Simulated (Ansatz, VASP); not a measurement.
# Two plane-wave programs on In8O11

The input POSCAR:

```
In8O11
1.0
    5.4870000000      3.1679210000      9.6733330000
   -2.7435000000      1.5839600000      4.8366670000
    0.0000000000     -3.1679210000      4.8366670000
In O
8 11
Direct
    0.1835010000      0.3487410000      0.3546030000
    0.0695980000      0.1434730000      0.1370540000
    0.3227060000      0.6350350000      0.6429720000
    0.4288610000      0.8570000000      0.8649240000
    0.6760880000      0.3564070000      0.3572340000
    0.5741190000      0.1480510000      0.1425780000
    0.8239520000      0.6405570000      0.6438840000
    0.9301620000      0.8541660000      0.8550930000
    0.2700220000      0.9401820000      0.2466020000
    0.1242900000      0.5432940000      0.9514680000
    0.2284950000      0.0517390000      0.7505110000
    0.5267400000      0.7510720000      0.4572310000
    0.3747780000      0.4559860000      0.0387680000
    0.7787570000      0.9430530000      0.2510770000
    0.4779670000      0.2449780000      0.5573820000
    0.6217560000      0.5496620000      0.9491770000
    0.7280980000      0.0451720000      0.7403640000
    0.0217670000      0.7487110000      0.4575360000
    0.8791550000      0.4483060000      0.0442860000
```

Contents of INCAR.step1:

```
SYSTEM = In8O11
PREC = Accurate
ENCUT = 520
EDIFF = 1E-5
ISMEAR = 0
SIGMA = 0.01
LREAL = Auto
LASPH = .True.
NELM = 80
ALGO = Normal
ISIF = 2
LWAVE = .True.
NBANDS = 100
GGA = PE
```

The input INCAR.step2:

```
SYSTEM = In8O11
PREC = Accurate
ENCUT = 520
EDIFF = 1E-6
ISMEAR = 0
SIGMA = 0.01
LREAL = Auto
LASPH = .True.
NELM = 80
ALGO = Normal
ISIF = 2
LWAVE = .False.
LCHARG = .True.
GGA = PE
LHFCALC = .True.
HFSCREEN = 0.2079
PRECFOCK = Fast
LELF = .True.
LVHAR = .True.
NBANDS = 100
ISTART = 1
```

Contents of KPOINTS:

```
Automatic mesh
0
Gamma
  1 1 1
  0 0 0
```

Input for Ansatz:

```yaml
crystal:
  lattice:
    - [5.487, 3.167921, 9.673333]
    - [-2.7435, 1.58396, 4.836667]
    - [0.0, -3.167921, 4.836667]
  atoms:
    - { symbol: In, position: [0.183501, 0.348741, 0.354603] }
    - { symbol: In, position: [0.069598, 0.143473, 0.137054] }
    - { symbol: In, position: [0.322706, 0.635035, 0.642972] }
    - { symbol: In, position: [0.428861, 0.857, 0.864924] }
    - { symbol: O, position: [0.270022, 0.940182, 0.246602] }
    - { symbol: O, position: [0.12429, 0.543294, 0.951468] }
    - { symbol: O, position: [0.228495, 0.051739, 0.750511] }
    - { symbol: O, position: [0.52674, 0.751072, 0.457231] }
    - { symbol: O, position: [0.374778, 0.455986, 0.038768] }
    - { symbol: In, position: [0.676088, 0.356407, 0.357234] }
    - { symbol: In, position: [0.574119, 0.148051, 0.142578] }
    - { symbol: In, position: [0.823952, 0.640557, 0.643884] }
    - { symbol: In, position: [0.930162, 0.854166, 0.855093] }
    - { symbol: O, position: [0.778757, 0.943053, 0.251077] }
    - { symbol: O, position: [0.477967, 0.244978, 0.557382] }
    - { symbol: O, position: [0.621756, 0.549662, 0.949177] }
    - { symbol: O, position: [0.728098, 0.045172, 0.740364] }
    - { symbol: O, position: [0.021767, 0.748711, 0.457536] }
    - { symbol: O, position: [0.879155, 0.448306, 0.044286] }
kpoints:
  mp_grid: { grid: [1, 1, 1] }
hamiltonian:
  xc: hse06
  pseudopotentials: { kind: nc }
scf:
  occupations: { method: fixed }
```

Alike in both runs: task single point; functional HSE06; k mesh 1 × 1 × 1; no spin polarisation.

|  | VASP | Ansatz |
| --- | --- | --- |
| version | VASP 6.6.1 | Ansatz development build ahead of 0.2.0 |
| potentials or method | VASP PAW PBE potentials, release 64 (In_d, O) | norm-conserving potentials, plane waves, scalar-relativistic |
| plane-wave cutoff (eV) | 520 | 1240 |
| occupations | gaussian, width 0.01 eV | fixed |

VASP gave:

- gap on the k mesh at the Fermi level (eV): 4.11
- least direct gap on the mesh (eV): 4.11

**Question.** What did Ansatz give for the same quantities?

**Answer.** gap on the k mesh at the Fermi level (eV): 4.04; least direct gap on the mesh (eV): 4.04.

The k mesh is coarse, so the values compare programs but aren't converged.
